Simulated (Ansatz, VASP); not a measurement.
GaN: VASP beside Ansatz

INCAR

```
SYSTEM = GaN
PREC = Accurate
ENCUT = 520
EDIFF = 1E-7
ISMEAR = 0
SIGMA = 0.026000000000000002
LREAL = .FALSE.
LASPH = .TRUE.
NELM = 80
ALGO = Normal
ISIF = 2
LWAVE = .FALSE.
LCHARG = .FALSE.
GGA = PE
NBANDS = 16
```

KPOINTS

```
Automatic mesh
0
G
  10 10 10
  0 0 0
```

The input POSCAR:

```
GaN
1.0
    0.0000000000      2.2535006075      2.2535006075
    2.2535006075      0.0000000000      2.2535006075
    2.2535006075      2.2535006075      0.0000000000
Ga N
1 1
Direct
    0.0000000000      0.0000000000      0.0000000000
    0.2500000000      0.2500000000      0.2500000000
```

The input input.yaml:

```yaml
crystal:
  lattice:
    - [0.0, 2.2535006075, 2.2535006075]
    - [2.2535006075, 0.0, 2.2535006075]
    - [2.2535006075, 2.2535006075, 0.0]
  atoms:
    - { symbol: Ga, position: [0.0, 0.0, 0.0] }
    - { symbol: "N", position: [0.25, 0.25, 0.25] }
kpoints:
  mp_grid: { grid: [10, 10, 10] }
scf:
  occupations: { method: gaussian, width: 0.026 }
hamiltonian:
  xc: pbe
  pseudopotentials: { kind: all_electron, lapw: { basis_error: 0.001 } }
output:
  forces: true
  stress: true
  eigenvalues: true
```

Alike in both runs: task single point; functional PBE; k mesh 10 × 10 × 10; occupations gaussian, width 0.026 eV; no spin polarisation.

|  | VASP | Ansatz |
| --- | --- | --- |
| version | VASP 6.6.1 | Ansatz 0.2.0 |
| potentials or method | VASP PAW PBE potentials, release 64 (Ga_d, N), cutoff 520 eV | all-electron LAPW, scalar-relativistic |

Ansatz gave:

| Quantity | Value |
| --- | --- |
| gap on the k mesh at the Fermi level (eV) | 1.73 |
| least direct gap on the mesh (eV) | 1.73 |
| pressure (GPa) | 4.9 |

Problem. What did VASP give for the same quantities?

Solution. gap on the k mesh at the Fermi level (eV): 1.72; least direct gap on the mesh (eV): 1.72; pressure (GPa): 5.1.

Ansatz ran all-electron here, and VASP with PAW potentials.
